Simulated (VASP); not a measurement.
# GaAs in VASP: single point with PBE+D3(BJ)

Aim: the single point of GaAs with PBE+D3(BJ).

Program: VASP 6.6.1. These are calculated values, not measurements. Logs are shortened: lines on timing, memory, paths and dates and some standing lists are left out, and cuts for length are marked.

**1. The cell of the first run**

The cell holds a slab with vacuum, 16 atoms: a = 8.027 Å, b = 5.676 Å, c = 26.838 Å, α = 90.00°, β = 90.00°, γ = 90.00°.

**2. Single point, PBE+D3(BJ)**

The input, INCAR:

```
SYSTEM = GaAs
  PREC = Accurate
  ENCUT = 400
  EDIFF = 1E-6
  ISMEAR = 0
  SIGMA = 0.05
  LREAL = .False.
  LASPH = .True.
  NELM = 120
  ALGO = Normal
  ISIF = 2
  LWAVE = .False.
  LCHARG = .True.
  LDIPOL = .True.
  IDIPOL = 3
  DIPOL = 0.5 0.5 0.410
  GGA = PE
  IVDW = 12
  LELF = .True.
  LVHAR = .True.
  LVACPOTAV = .True.
  NBANDS = 86
  GGA_COMPAT = .False.
  NELMDL = -8
```

The input, KPOINTS:

```
Automatic mesh
0
Gamma
  2 3 1
  0 0 0
```

The input, POSCAR:

```
GaAs
1.0
    8.0267120191      0.0000000000      0.0000000000
    0.0000000000      5.6757424993      0.0000000000
    0.0000000000      0.0000000000     26.8379340143
Ga As
8 8
Direct
    0.2500000000      0.5000000000      0.2980855380
    0.7500000000      0.5000000000      0.2980855380
    0.5000000000      0.0000000000      0.3728557496
    0.0000000000      0.0000000000      0.3728557496
    0.7515007245      0.5024136578      0.4513330516
    0.2497106774      0.5084510361      0.4529567356
    0.0022667793     -0.0512720038      0.5110956922
    0.4980483992     -0.0580228741      0.5082104517
    0.5000000000      0.2500000000      0.2980855380
    0.0000000000      0.2500000000      0.2980855380
    0.7500000000      0.7500000000      0.3728557496
    0.2500000000      0.7500000000      0.3728557496
    0.0015663062      0.2547027795      0.4479137945
    0.4995105825      0.2577057498      0.4478044927
    0.2511975903      0.7247170054      0.5337333314
    0.7497358723      0.7266346536      0.5299916276
```

Potentials or basis: VASP PAW PBE potentials, release 64 (Ga_d, As).

On the command line:

```sh
$ cat potpaw_PBE.64/Ga_d/POTCAR potpaw_PBE.64/As/POTCAR > POTCAR
$ mpirun -np 1 vasp_std > vasp.out
```

OUTCAR:

```text
SYSTEM = GaAs
   PREC = Accurate
   ENCUT = 400
   EDIFF = 1E-6
   ISMEAR = 0
   LREAL = .False.
   LASPH = .True.
   NELM = 120
   ISIF = 2
   GGA = PE
   IVDW = 12
   NELMDL = -8
 IVDW          = 12

 ion  position               nearest neighbor table
   1  0.250  0.500  0.298-   9 2.46  10 2.46  12 2.46
   2  0.750  0.500  0.298-   9 2.46  10 2.46  11 2.46
   3  0.500  0.000  0.373-  11 2.46  12 2.46   9 2.46  14 2.49
   4  0.000  0.000  0.373-  11 2.46  12 2.46  10 2.46  13 2.48
   5  0.752  0.502  0.451-  13 2.45  14 2.46  16 2.47  11 2.53
   6  0.250  0.508  0.453-  13 2.46  14 2.46  15 2.49  12 2.55
   7  0.002  0.949  0.511-  13 2.43  16 2.44  15 2.45
   8  0.498  0.942  0.508-  14 2.42  15 2.43  16 2.43
   9  0.500  0.250  0.298-   1 2.46   2 2.46   3 2.46
  10  0.000  0.250  0.298-   1 2.46   2 2.46   4 2.46
  11  0.750  0.750  0.373-   3 2.46   4 2.46   2 2.46   5 2.53
  12  0.250  0.750  0.373-   3 2.46   4 2.46   1 2.46   6 2.55
  13  0.002  0.255  0.448-   7 2.43   5 2.45   6 2.46   4 2.48
  14  0.500  0.258  0.448-   8 2.42   5 2.46   6 2.46   3 2.49
  15  0.251  0.725  0.534-   8 2.43   7 2.45   6 2.49
  16  0.750  0.727  0.530-   8 2.43   7 2.44   5 2.47

  LATTYP: Found a simple orthorhombic cell.
 ALAT       =     5.6757424993
 B/A-ratio  =     1.4142135624
 C/A-ratio  =     4.7285327017

  Lattice vectors:

 A1 = (   0.0000000000,  -5.6757424993,   0.0000000000)
 A2 = (   8.0267120191,   0.0000000000,   0.0000000000)
 A3 = (   0.0000000000,   0.0000000000,  26.8379340143)

Analysis of symmetry for initial positions (statically):
=====================================================================
 Subroutine PRICEL returns:
 Original cell was already a primitive cell.

 Routine SETGRP: Setting up the symmetry group for a
 simple orthorhombic supercell.

 Subroutine GETGRP returns: Found  1 space group operations
 (whereof  1 operations were pure point group operations)
 out of a pool of  8 trial point group operations.

The static configuration has the point symmetry C_1 .

Analysis of symmetry for dynamics (positions and initial velocities):
=====================================================================
 Subroutine PRICEL returns:
 Original cell was already a primitive cell.

 Routine SETGRP: Setting up the symmetry group for a
 simple orthorhombic supercell.

 Subroutine GETGRP returns: Found  1 space group operations
 (whereof  1 operations were pure point group operations)
 out of a pool of  8 trial point group operations.

The dynamic configuration has the point symmetry C_1 .

 Subroutine INISYM returns: Found  1 space group operations
 (whereof  1 operations are pure point group operations),
 and found     1 'primitive' translations

----------------------------------------------------------------------------------------

                                     Primitive cell

  volume of cell :    1222.6705

  direct lattice vectors                    reciprocal lattice vectors
     8.026712019  0.000000000  0.000000000     0.124584014  0.000000000  0.000000000
     0.000000000  5.675742499  0.000000000     0.000000000  0.176188402  0.000000000
     0.000000000  0.000000000 26.837934014     0.000000000  0.000000000  0.037260692

  length of vectors
     8.026712019  5.675742499 26.837934014     0.124584014  0.176188402  0.037260692

  position of ions in fractional coordinates (direct lattice)
     0.250000000  0.500000000  0.298085538
     0.750000000  0.500000000  0.298085538
     0.500000000  0.000000000  0.372855750
     0.000000000  0.000000000  0.372855750
     0.751500724  0.502413658  0.451333052
     0.249710677  0.508451036  0.452956736
[... 8 lines left out ...]
     0.251197590  0.724717005  0.533733331
     0.749735872  0.726634654  0.529991628

  ion indices of the primitive-cell ions
   primitive index   ion index
                 1           1
                 2           2
                 3           3
                 4           4
                 5           5
                 6           6
[... 8 lines left out ...]
                15          15
                16          16

----------------------------------------------------------------------------------------

 KPOINTS: Automatic mesh

Automatic generation of k-mesh.
 Grid dimensions read from file:
 generate k-points for:    2    3    1

 Generating k-lattice:

  Cartesian coordinates                     Fractional coordinates (reciprocal lattice)
     0.062292007  0.000000000  0.000000000     0.500000000  0.000000000  0.000000000
     0.000000000  0.058729467  0.000000000     0.000000000  0.333333333  0.000000000
     0.000000000  0.000000000  0.037260692     0.000000000  0.000000000  1.000000000

  Length of vectors
     0.062292007  0.058729467  0.037260692

  Shift w.r.t. Gamma in fractional coordinates (k-lattice)
     0.000000000  0.000000000  0.000000000

 Subroutine IBZKPT returns following result:
 ===========================================

 Found      4 irreducible k-points:

 Following reciprocal coordinates:
            Coordinates               Weight
  0.000000  0.000000  0.000000      1.000000
  0.500000  0.000000  0.000000      1.000000
  0.000000  0.333333  0.000000      2.000000
  0.500000  0.333333  0.000000      2.000000
   k-points           NKPTS =      4   k-points in BZ     NKDIM =      4   number of bands    NBANDS=     86
   number of dos      NEDOS =    301   number of ions     NIONS =     16
   total plane-waves  NPLWV = 388800
   dimension x,y,z NGX =    54 NGY =   40 NGZ =  180
   dimension x,y,z NGXF=   108 NGYF=   80 NGZF=  360
   ions per type =               8   8
   NGX,Y,Z   is equivalent  to a cutoff of  11.18, 11.72, 11.15 a.u.
   NGXF,Y,Z  is equivalent  to a cutoff of  22.37, 23.43, 22.30 a.u.
 SYSTEM =  GaAs
   PREC   = accura    normal or accurate (medium, high low for compatibility)
   ISTART =      0    job   : 0-new  1-cont  2-samecut
   ICHARG =      2    charge: 1-file 2-atom 10-const
   ISPIN  =      1    spin polarized calculation?
   LNONCOLLINEAR =      F non collinear calculations
   LSORBIT =      F    spin-orbit coupling
   LASPH  =      T    aspherical Exc in radial PAW
   ENCUT  =  400.0 eV  29.40 Ry    5.42 a.u.  13.09  9.26 43.77*2*pi/ulx,y,z
   NELM   =    120;   NELMIN=  2; NELMDL= -8     # of ELM steps
   EDIFF  = 0.1E-05   stopping-criterion for ELM
   LREAL  =      F    real-space projection
   EDIFFG = 0.1E-04   stopping-criterion for IOM
   NSW    =      0    number of steps for IOM
   IBRION =     -1    ionic relax: 0-MD 1-quasi-New 2-CG
   NFREE  =      0    steps in history (QN), initial steepest desc. (CG)
   ISIF   =      2    stress and relaxation
   ISYM   =      2    0-nonsym 1-usesym 2-fastsym
   POTIM  = 0.5000    time-step for ionic-motion
   TEBEG  =    0.0;   TEEND  =   0.0 temperature during run
   PSTRESS=    0.0 pullay stress
   NELECT =     144.0000    total number of electrons
   NUPDOWN=      -1.0000    fix difference up-down
   EMIN   =  10.00;   EMAX   =-10.00  energy-range for DOS
   EFERMI =   0.00;   METHOD = LEGACY
   ISMEAR =     0;   SIGMA  =   0.05  broadening in eV -4-tet -1-fermi 0-gaus
   EFERMI_NEDOS =   21; number of points for ismear=-14 and -15
   IALGO  =     38    algorithm
   IMIX   =      4    mixing-type and parameters
     AMIX     =   0.40;   BMIX     =  1.00
     AMIX_MAG =   1.60;   BMIX_MAG =  1.00
  volume/ion in A,a.u.               =      76.42       515.69
  Fermi-wavevector in a.u.,A,eV,Ry     =   0.802465  1.516438  8.761462  0.643949
  Thomas-Fermi vector in A             =   1.910147
   LORBIT       =      0    0 simple, 1 ext, 2 COOP (PROOUT), +10 PAW based schemes
   GGA     = PE    functional components
   LHFCALC =     F    Hartree Fock is set to
   AEXX    =    0.0000 exact exchange contribution
   IVDW    =    12    specifies the selected vdW correction
   LEPSILON=     F    determine dielectric tensor
   LRPA    =     F    only Hartree local field effects (RPA)
 non-spin polarized calculation
 Gauss-broadening in eV      SIGMA  =   0.05
  energy-cutoff  :      400.00
  volume of cell :     1222.67
 maximum number of plane-waves:     22222
 NGX is ok and might be reduce to    54
   NGX = 27   NGY = 19   NGZ = 87

 dipolmoment           0.000000      0.000000     -0.008946 electrons x Angstroem

 number of electron     143.9999920 magnetization

 dipolmoment           0.000000      0.000000      0.004518 electrons x Angstroem

 Free energy of the ion-electron system (eV)
  ---------------------------------------------------
  ext. energy  EPLUGINS =         0.00000000
  ---------------------------------------------------
  free energy    TOTEN  =       -61.28665851 eV

  energy without entropy =      -61.28665851  energy(sigma->0) =      -61.28665851

 E-fermi :  -2.0235     XC(G=0):  -3.4417

 val. band max:       -2.2482893828   @ k =   0.0000   0.0000   0.0000
 cond. band min:      -1.5950136522   @ k =   0.0000   0.3333   0.0000
 fundamental gap:      0.6532757306
 Fermi energy:        -2.0235237828

 k-point     1 :       0.0000    0.0000    0.0000
  band No.  band energies     occupation
      1     -17.1694      2.00000
      2     -17.1618      2.00000
      3     -17.1092      2.00000
      4     -17.1043      2.00000
      5     -17.0989      2.00000
      6     -17.0966      2.00000
[... 76 lines left out ...]
     83       0.7021      0.00000
     84       0.9110      0.00000

 k-point     2 :       0.5000    0.0000    0.0000
  band No.  band energies     occupation
      1     -17.1656      2.00000
      2     -17.1625      2.00000
      3     -17.1083      2.00000
      4     -17.1039      2.00000
      5     -17.0991      2.00000
      6     -17.0974      2.00000
[... 76 lines left out ...]
     83       1.4266      0.00000
     84       1.4739      0.00000

 k-point     3 :       0.0000    0.3333    0.0000
  band No.  band energies     occupation
      1     -17.1759      2.00000
      2     -17.1556      2.00000
      3     -17.1086      2.00000
      4     -17.1021      2.00000
      5     -17.0990      2.00000
      6     -17.0947      2.00000
[... 76 lines left out ...]
     83       1.0252      0.00000
     84       1.3773      0.00000

 k-point     4 :       0.5000    0.3333    0.0000
  band No.  band energies     occupation
      1     -17.1669      2.00000
      2     -17.1634      2.00000
      3     -17.1080      2.00000
      4     -17.1018      2.00000
      5     -17.0980      2.00000
      6     -17.0946      2.00000
[... 76 lines left out ...]
     83       1.8900      0.00000
     84       1.9005      0.00000
 [bands above 84 left out]

------------------------ aborting loop because EDIFF is reached ----------------------------------------

 Edisp (eV)   -3.61637

 E8    (eV) :    -1.6755

  FORCE on cell =-STRESS in cart. coord.  units (eV):
  Direction    XX          YY          ZZ          XY          YZ          ZX
  --------------------------------------------------------------------------------------
  -------------------------------------------------------------------------------------
  Total      -1.01142    -3.31048     0.70576     0.00908     2.79198    -0.04993
  in kB      -1.32535    -4.33803     0.92483     0.01190     3.65859    -0.06543
  external pressure =       -1.58 kB  Pullay stress =        0.00 kB

 VOLUME and BASIS-vectors are now :
 -----------------------------------------------------------------------------
  energy-cutoff  :      400.00
  volume of cell :     1222.67
      direct lattice vectors                 reciprocal lattice vectors
     8.026712019  0.000000000  0.000000000     0.124584014  0.000000000  0.000000000
     0.000000000  5.675742499  0.000000000     0.000000000  0.176188402  0.000000000
     0.000000000  0.000000000 26.837934014     0.000000000  0.000000000  0.037260692

 POSITION                                       TOTAL-FORCE (eV/Angst)
 -----------------------------------------------------------------------------------
      2.00668      2.83787      8.00000         0.008039     -0.916101      1.221105
      6.02003      2.83787      8.00000        -0.006898     -0.891724      1.206387
      4.01336      0.00000     10.00668        -0.029229      0.342208      0.254917
      0.00000      0.00000     10.00668         0.030287      0.297717      0.237472
      6.03208      2.85157     12.11285         0.010520      0.042551     -0.000095
      2.00436      2.88584     12.15642        -0.019444      0.012129     -0.056225
[... 8 lines left out ...]
      2.01629      4.11331     14.32430        -0.050979      0.006299      0.035091
      6.01791      4.12419     14.22388         0.022491     -0.051056      0.258854
 -----------------------------------------------------------------------------------
    total drift:                               -0.000392     -0.000007      0.006675

  FREE ENERGIE OF THE ION-ELECTRON SYSTEM (eV)
  ---------------------------------------------------
  free  energy   TOTEN  =       -64.9030290767 eV

  energy  without entropy=      -64.9030290767  energy(sigma->0) =      -64.90302908

 vacuum level on the upper side and lower side of the slab         2.556         2.538
```

Wall time 13 min (1 thread of Oxide Virtual Turin-like, shared host); peak memory 0.8 GiB.

What came out:

```yaml
Free_energy: -64.9030 eV
Largest_force: 1.527 eV/Å
Band_gap_on_the_k_mesh: 0.65 eV
Dispersion_energy_per_atom: -0.226 eV
```

Forces in eV/Å, atoms in the order of the input:
```
Ga   0.008 -0.916  1.221
Ga  -0.007 -0.892  1.206
Ga  -0.029  0.342  0.255
Ga   0.030  0.298  0.237
Ga   0.011  0.043  0.000
Ga  -0.019  0.012 -0.056
Ga  -0.029 -0.120 -0.206
Ga   0.055  0.001 -0.018
As   0.007  0.146 -1.384
As  -0.005  0.148 -1.359
As   0.005  0.433 -0.207
As  -0.001  0.416 -0.103
As   0.037  0.082  0.097
As  -0.035  0.052  0.023
As  -0.051  0.006  0.035
As   0.022 -0.051  0.259
```

Levels at points of the mesh, in eV from the valence-band top:
```csv
k point,band 68,band 69,band 70,band 71,band 72,band 73,band 74,band 75,band 76,band 77
"(0.00, 0.00, 0.00)",-1.04,-0.47,-0.38,-0.31,0.00,0.66,0.73,1.16,1.77,1.89
"(0.50, 0.00, 0.00)",-1.51,-0.99,-0.88,-0.31,-0.29,0.86,0.88,1.86,1.95,2.60
```

Caveat: semilocal functionals underestimate gaps, and a narrow one can read as zero.
